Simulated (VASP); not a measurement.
A run of VASP 6.6.1 is set up as follows.

Contents of INCAR:

```
PREC = Accurate ; ENCUT = 520
EDIFF = 1E-8 ; ISMEAR = -1
SIGMA = 0.05 ; LREAL = False
LASPH = True ; NELM = 100
ALGO = Normal ; ISIF = 2
LWAVE = False ; LCHARG = False
GGA = PE ; LEFG = True
NBANDS = 11
```

File KPOINTS:

```
regular mesh
0
Gamma
  13 13 13
```

File POSCAR:

```
BAs
1.0
    0.0000000000      2.3562190158      2.3562190158
    2.3562190158      0.0000000000      2.3562190158
    2.3562190158      2.3562190158      0.0000000000
B As
1 1
Direct
    0.0000000000      0.0000000000      0.0000000000
    0.7500000000      0.7500000000      0.7500000000
```

Potentials or basis: VASP PAW PBE potentials, release 64 (B, As).

Command:

```sh
$ cat potpaw_PBE.64/B/POTCAR potpaw_PBE.64/As/POTCAR > POTCAR
$ mpirun -np 1 vasp_std > vasp.out
```

**Question.** Estimate the band gap on the k mesh.

**Answer.** 1.14 eV, indirect (least direct gap 3.33 eV).

**Question.** Predict the pressure.

**Answer.** 9.9 GPa.

Caveat: without QUAD_EFG the Cq values of the log hold for a quadrupole moment of 1 mb, not for the nuclei. A k mesh can miss the band edges.
